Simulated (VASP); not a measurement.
# Ga (Cmce) in VASP: notebook

Runs on Ga. Level: PBE. Tasks: single point.

All numbers are computed with VASP 6.6.1; they aren't measurements. Logs are shortened: lines on timing, memory, paths and dates and some standing lists are left out, and cuts for length are marked.

**1. The cell of the first run**

Symmetry: Cmce, No. 64, orthorhombic system. The conventional cell has a = 4.622 Å, b = 7.746 Å, c = 4.546 Å, α = 90.00°, β = 90.00°, γ = 90.00°. Ga (site symmetry m) has 7 Ga at 2.53 to 2.84 Å within 3.3 Å.

**2. Single point, PBE**

Input file INCAR:

```
  ALGO = Normal
  EDIFF = 1E-6
  ENCUT = 520
  GGA = PE
  ISIF = 2
  ISMEAR = 0
  LASPH = T
  LCHARG = F
  LREAL = F
  LWAVE = F
  NBANDS = 34
  NELM = 100
  PREC = Accurate
  SIGMA = 0.01
```

Input file KPOINTS:

```
k-points
0
Gamma
  8 8 7
```

Input file POSCAR:

```
Ga
1.0
    2.3107968683     -3.8729233244      0.0000000000
    2.3107968683      3.8729233244      0.0000000000
    0.0000000000      0.0000000000      4.5463111460
Ga
4
Direct
    0.8442122196      0.1557877804      0.0839449706
    0.6557877804      0.3442122196      0.5839449706
    0.1557877804      0.8442122196      0.9160550294
    0.3442122196      0.6557877804      0.4160550294
```

Potentials or basis: VASP PAW PBE potentials, release 64 (Ga_d).

Started as:

```console
cat potpaw_PBE.64/Ga_d/POTCAR > POTCAR
mpirun -np 1 vasp_std > vasp.out
```

OUTCAR:

```text
EDIFF = 1E-6
   ENCUT = 520
   GGA = PE
   ISIF = 2
   ISMEAR = 0
   LASPH = T
   LREAL = F
   NELM = 100
   PREC = Accurate

 ion  position               nearest neighbor table
   1  0.844  0.156  0.084-   3 2.53   2 2.70   2 2.70   4 2.76   4 2.76   3 2.84   3 2.84
   2  0.656  0.344  0.584-   4 2.53   1 2.70   1 2.70   3 2.76   3 2.76   4 2.84   4 2.84
   3  0.156  0.844  0.916-   1 2.53   4 2.70   4 2.70   2 2.76   2 2.76   1 2.84   1 2.84
   4  0.344  0.656  0.416-   2 2.53   3 2.70   3 2.70   1 2.76   1 2.76   2 2.84   2 2.84

  LATTYP: Found a base centered orthorhombic cell.
 ALAT       =     4.6215937366
 B/A-ratio  =     1.6760120189
 C/A-ratio  =     0.9837106862

  Lattice vectors:

 A1 = (   2.3107968683,  -3.8729233244,   0.0000000000)
 A2 = (   2.3107968683,   3.8729233244,   0.0000000000)
 A3 = (   0.0000000000,   0.0000000000,   4.5463111460)

Analysis of symmetry for initial positions (statically):
=====================================================================
 Subroutine PRICEL returns:
 Original cell was already a primitive cell.

 Routine SETGRP: Setting up the symmetry group for a
 base centered orthorhombic supercell.

 Subroutine GETGRP returns: Found  8 space group operations
 (whereof  4 operations were pure point group operations)
 out of a pool of  8 trial point group operations.

The static configuration has the point symmetry C_2h.
 The point group associated with its full space group is D_2h.

Analysis of symmetry for dynamics (positions and initial velocities):
=====================================================================
 Subroutine PRICEL returns:
 Original cell was already a primitive cell.

 Routine SETGRP: Setting up the symmetry group for a
 base centered orthorhombic supercell.

 Subroutine GETGRP returns: Found  8 space group operations
 (whereof  4 operations were pure point group operations)
 out of a pool of  8 trial point group operations.

The dynamic configuration has the point symmetry C_2h.
 The point group associated with its full space group is D_2h.

 Subroutine INISYM returns: Found  8 space group operations
 (whereof  4 operations are pure point group operations),
 and found     1 'primitive' translations

----------------------------------------------------------------------------------------

                                     Primitive cell

  volume of cell :      81.3748

  direct lattice vectors                    reciprocal lattice vectors
     2.310796868 -3.872923324  0.000000000     0.216375575 -0.129101446  0.000000000
     2.310796868  3.872923324  0.000000000     0.216375575  0.129101446  0.000000000
     0.000000000  0.000000000  4.546311146     0.000000000  0.000000000  0.219958548

  length of vectors
     4.509913219  4.509913219  4.546311146     0.251963435  0.251963435  0.219958548

  position of ions in fractional coordinates (direct lattice)
     0.844212220  0.155787780  0.083944971
     0.655787780  0.344212220  0.583944971
     0.155787780  0.844212220  0.916055029
     0.344212220  0.655787780  0.416055029

  ion indices of the primitive-cell ions
   primitive index   ion index
                 1           1
                 2           2
                 3           3
                 4           4

----------------------------------------------------------------------------------------

 KPOINTS: k-points

Automatic generation of k-mesh.
 Grid dimensions read from file:
 generate k-points for:    8    8    7

 Generating k-lattice:

  Cartesian coordinates                     Fractional coordinates (reciprocal lattice)
     0.027046947 -0.016137681  0.000000000     0.125000000  0.000000000  0.000000000
     0.027046947  0.016137681  0.000000000     0.000000000  0.125000000  0.000000000
     0.000000000  0.000000000  0.031422650     0.000000000  0.000000000  0.142857143

  Length of vectors
     0.031495429  0.031495429  0.031422650

  Shift w.r.t. Gamma in fractional coordinates (k-lattice)
     0.000000000  0.000000000  0.000000000

 Subroutine IBZKPT returns following result:
 ===========================================

 Found     84 irreducible k-points:

 Following reciprocal coordinates:
            Coordinates               Weight
  0.000000  0.000000  0.000000      1.000000
  0.125000  0.000000  0.000000      4.000000
  0.250000  0.000000  0.000000      4.000000
  0.375000 -0.000000  0.000000      4.000000
  0.500000  0.000000  0.000000      2.000000
  0.125000  0.125000  0.000000      2.000000
[... 16 lines left out ...]
  0.125000  0.000000  0.142857      8.000000
  0.250000  0.000000  0.142857      8.000000
 [... further k-points ...]
   k-points           NKPTS =     84   k-points in BZ     NKDIM =     84   number of bands    NBANDS=     34
   number of dos      NEDOS =    301   number of ions     NIONS =      4
   total plane-waves  NPLWV =  46656
   dimension x,y,z NGX =    36 NGY =   36 NGZ =   36
   dimension x,y,z NGXF=    72 NGYF=   72 NGZF=   72
   ions per type =               4
   NGX,Y,Z   is equivalent  to a cutoff of  13.27, 13.27, 13.16 a.u.
   NGXF,Y,Z  is equivalent  to a cutoff of  26.54, 26.54, 26.33 a.u.
 SYSTEM =  unknown system
   PREC   = accura    normal or accurate (medium, high low for compatibility)
   ISTART =      0    job   : 0-new  1-cont  2-samecut
   ICHARG =      2    charge: 1-file 2-atom 10-const
   ISPIN  =      1    spin polarized calculation?
   LNONCOLLINEAR =      F non collinear calculations
   LSORBIT =      F    spin-orbit coupling
   LASPH  =      T    aspherical Exc in radial PAW
   ENCUT  =  520.0 eV  38.22 Ry    6.18 a.u.   8.39  8.39  8.45*2*pi/ulx,y,z
   NELM   =    100;   NELMIN=  2; NELMDL= -5     # of ELM steps
   EDIFF  = 0.1E-05   stopping-criterion for ELM
   LREAL  =      F    real-space projection
   EDIFFG = 0.1E-04   stopping-criterion for IOM
   NSW    =      0    number of steps for IOM
   IBRION =     -1    ionic relax: 0-MD 1-quasi-New 2-CG
   NFREE  =      0    steps in history (QN), initial steepest desc. (CG)
   ISIF   =      2    stress and relaxation
   ISYM   =      2    0-nonsym 1-usesym 2-fastsym
   POTIM  = 0.5000    time-step for ionic-motion
   TEBEG  =    0.0;   TEEND  =   0.0 temperature during run
   PSTRESS=    0.0 pullay stress
   NELECT =      52.0000    total number of electrons
   NUPDOWN=      -1.0000    fix difference up-down
   EMIN   =  10.00;   EMAX   =-10.00  energy-range for DOS
   EFERMI =   0.00;   METHOD = LEGACY
   ISMEAR =     0;   SIGMA  =   0.01  broadening in eV -4-tet -1-fermi 0-gaus
   EFERMI_NEDOS =   21; number of points for ismear=-14 and -15
   IALGO  =     38    algorithm
   IMIX   =      4    mixing-type and parameters
     AMIX     =   0.40;   BMIX     =  1.00
     AMIX_MAG =   1.60;   BMIX_MAG =  1.00
  volume/ion in A,a.u.               =      20.34       137.29
  Fermi-wavevector in a.u.,A,eV,Ry     =   1.410087  2.664679 27.053093  1.988346
  Thomas-Fermi vector in A             =   2.532077
   LORBIT       =      0    0 simple, 1 ext, 2 COOP (PROOUT), +10 PAW based schemes
   GGA     = PE    functional components
   LHFCALC =     F    Hartree Fock is set to
   AEXX    =    0.0000 exact exchange contribution
   IVDW    =     0    specifies the selected vdW correction
   LEPSILON=     F    determine dielectric tensor
   LRPA    =     F    only Hartree local field effects (RPA)
 non-spin polarized calculation
 Gauss-broadening in eV      SIGMA  =   0.01
  energy-cutoff  :      520.00
  volume of cell :       81.37
 maximum number of plane-waves:      2211
 NGX is ok and might be reduce to    36
   NGX = 17   NGY = 17   NGZ = 17

 number of electron      52.0000004 magnetization

 Free energy of the ion-electron system (eV)
  ---------------------------------------------------
  ext. energy  EPLUGINS =         0.00000000
  ---------------------------------------------------
  free energy    TOTEN  =       -11.62279556 eV

  energy without entropy =      -11.62279551  energy(sigma->0) =      -11.62279554

 E-fermi :   4.7086     XC(G=0): -10.4636

 val. band max:        4.6798739234   @ k =  -0.3750   0.2500   0.1429
 cond. band min:       4.7360422207   @ k =  -0.2500   0.2500   0.2857
 fundamental gap:      0.0561682973
 Fermi energy:         4.7085508552

 k-point     1 :       0.0000    0.0000    0.0000
  band No.  band energies     occupation
      1     -10.3852      2.00000
      2     -10.3841      2.00000
      3     -10.3625      2.00000
      4     -10.3429      2.00000
      5     -10.3126      2.00000
      6     -10.2960      2.00000
[... 26 lines left out ...]
     33      11.4256      0.00000
     34      11.9312      0.00000

 k-point     2 :       0.1250    0.0000    0.0000
  band No.  band energies     occupation
      1     -10.3868      2.00000
      2     -10.3791      2.00000
      3     -10.3653      2.00000
      4     -10.3485      2.00000
      5     -10.3041      2.00000
      6     -10.2925      2.00000
[... 26 lines left out ...]
     33      11.3249      0.00000
     34      12.1105      0.00000

 k-point     3 :       0.2500    0.0000    0.0000
  band No.  band energies     occupation
      1     -10.3873      2.00000
      2     -10.3736      2.00000
      3     -10.3653      2.00000
      4     -10.3572      2.00000
      5     -10.3033      2.00000
      6     -10.2765      2.00000
[... 26 lines left out ...]
     33      10.6791      0.00000
     34      11.6429      0.00000

 k-point     4 :       0.3750   -0.0000    0.0000
  band No.  band energies     occupation
      1     -10.3883      2.00000
      2     -10.3737      2.00000
      3     -10.3675      2.00000
      4     -10.3405      2.00000
      5     -10.3137      2.00000
      6     -10.3113      2.00000
[... 26 lines left out ...]
     33      10.4555      0.00000
     34      11.9343      0.00000

 k-point     5 :       0.5000    0.0000    0.0000
  band No.  band energies     occupation
      1     -10.3846      2.00000
      2     -10.3846      2.00000
      3     -10.3475      2.00000
      4     -10.3475      2.00000
      5     -10.3177      2.00000
      6     -10.3177      2.00000
[... 621 lines left out ...]
 k-point    22 :       0.0000    0.0000    0.1429
  band No.  band energies     occupation
      1     -10.3948      2.00000
      2     -10.3748      2.00000
      3     -10.3522      2.00000
      4     -10.3489      2.00000
      5     -10.3130      2.00000
      6     -10.2910      2.00000
[... 26 lines left out ...]
     33      11.1021      0.00000
     34      11.1916      0.00000

 k-point    23 :       0.1250    0.0000    0.1429
  band No.  band energies     occupation
      1     -10.3972      2.00000
      2     -10.3721      2.00000
      3     -10.3554      2.00000
      4     -10.3526      2.00000
      5     -10.3068      2.00000
      6     -10.2851      2.00000
[... 26 lines left out ...]
     33      10.3470      0.00000
     34      11.7350      0.00000

 k-point    24 :       0.2500    0.0000    0.1429
  band No.  band energies     occupation
      1     -10.3946      2.00000
      2     -10.3793      2.00000
      3     -10.3655      2.00000
      4     -10.3418      2.00000
      5     -10.3064      2.00000
      6     -10.2859      2.00000
[... 26 lines left out ...]
     33      10.2934      0.00000
     34      12.6329      0.00000

 [... further k-points ...]
[... 5 lines left out ...]
  --------------------------------------------------------------------------------------
  -------------------------------------------------------------------------------------
  Total        0.0574029      0.0668621      0.1320260      0.0000000      0.0000000      0.0000000
  in kB        1.1301973      1.3164388      2.5994422      0.0000000      0.0000000      0.0000000
  external PRESSURE =       1.6820261 kB  Pullay stress =       0.0000000 kB

 VOLUME and BASIS-vectors are now :
 -----------------------------------------------------------------------------
  energy-cutoff  :      520.00
  volume of cell :       81.37
      direct lattice vectors                 reciprocal lattice vectors
     2.310796868 -3.872923324  0.000000000     0.216375575 -0.129101446  0.000000000
     2.310796868  3.872923324  0.000000000     0.216375575  0.129101446  0.000000000
     0.000000000  0.000000000  4.546311146     0.000000000  0.000000000  0.219958548

 POSITION                                       TOTAL-FORCE (eV/Angst)
 -----------------------------------------------------------------------------------
      2.31080     -2.66622      0.38164         0.000000      0.004498     -0.004551
      2.31080     -1.20671      2.65480         0.000000     -0.004498     -0.004551
      2.31080      2.66622      4.16467         0.000000     -0.004498      0.004551
      2.31080      1.20671      1.89152         0.000000      0.004498      0.004551
 -----------------------------------------------------------------------------------
    total drift:                                0.000000      0.000000     -0.000000

  FREE ENERGIE OF THE ION-ELECTRON SYSTEM (eV)
  ---------------------------------------------------
  free  energy   TOTEN  =       -11.6227955642 eV

  energy  without entropy=      -11.6227955106  energy(sigma->0) =      -11.62279554
```

Wall time 1.9 min (1 thread of AMD EPYC 9R45 (Zen 5), shared host); peak memory 0.28 GiB.

What came out:

| Property | Result |
| --- | --- |
| Free energy | -11.6228 eV |
| Pressure | 0.2 GPa |
| Largest force | 0.006 eV/Å |
| Band gap on the k mesh | zero (band 26 reaches 4.92 eV, above the bottom of band 27 at 4.03 eV) |

Forces on the atoms (eV/Å):
```
Ga   0.000  0.004 -0.005
Ga   0.000 -0.004 -0.005
Ga   0.000 -0.004  0.005
Ga   0.000  0.004  0.005
```

**3. Single point, PBE**

Input file INCAR:

```
PREC     = Accurate       # precision mode
ENCUT    = 520            # plane-wave cutoff, eV
EDIFF    = 1E-6           # SCF threshold, eV
ISMEAR   = 0              # smearing method
SIGMA    = 0.03           # smearing width, eV
LREAL    = F              # projectors in reciprocal space
LASPH    = T              # aspherical terms in the spheres
NELM     = 100            # most SCF steps
ALGO     = Normal         # electronic algorithm
ISIF     = 2              # what is computed and relaxed
LWAVE    = F              # write WAVECAR
LCHARG   = F              # write CHGCAR
GGA      = PE             # functional
NBANDS   = 34             # bands
```

Input file KPOINTS:

```
Automatic mesh
0
Gamma
  8 8 7
```

POSCAR is that of step 2.

Potentials or basis: VASP PAW PBE potentials, release 64 (Ga_d).

Started as:

```console
cat potpaw_PBE.64/Ga_d/POTCAR > POTCAR
mpirun -np 1 vasp_std > vasp.out
```

It took 1.9 min on 1 thread of AMD EPYC 9R45 (Zen 5), shared host; peak memory 0.28 GiB.

Results (log left out):

* Free energy: -11.6228 eV
* Pressure: 0.2 GPa
* Largest force: 0.006 eV/Å
* Band gap on the k mesh: zero (band 26 reaches 4.92 eV, above the bottom of band 27 at 4.03 eV)

Forces on the atoms (eV/Å):
```
Ga   0.000  0.004 -0.005
Ga   0.000 -0.004 -0.005
Ga   0.000 -0.004  0.005
Ga   0.000  0.004  0.005
```

Stress tensor (GPa, compression positive):
```
0.12 0.00 0.00
0.00 0.15 0.00
0.00 0.00 0.23
```

Levels at points of the mesh, in eV from the Fermi level:
| k point | band 22 | band 23 | band 24 | band 25 | band 26 | band 27 | band 28 | band 29 | band 30 | band 31 |
| --- | --- | --- | --- | --- | --- | --- | --- | --- | --- | --- |
| (0.00, 0.00, 0.00) | -4.15 | -3.56 | -2.05 | -1.71 | -0.67 | 0.85 | 0.90 | 1.01 | 4.82 | 5.32 |
| (0.50, 0.00, 0.00) | -8.43 | -3.43 | -3.43 | -1.22 | -1.22 | 0.81 | 0.81 | 3.98 | 3.98 | 5.25 |
| (0.50, 0.50, 0.00) | -7.06 | -4.33 | -3.21 | -1.63 | -1.37 | 1.12 | 1.34 | 3.08 | 3.77 | 4.11 |
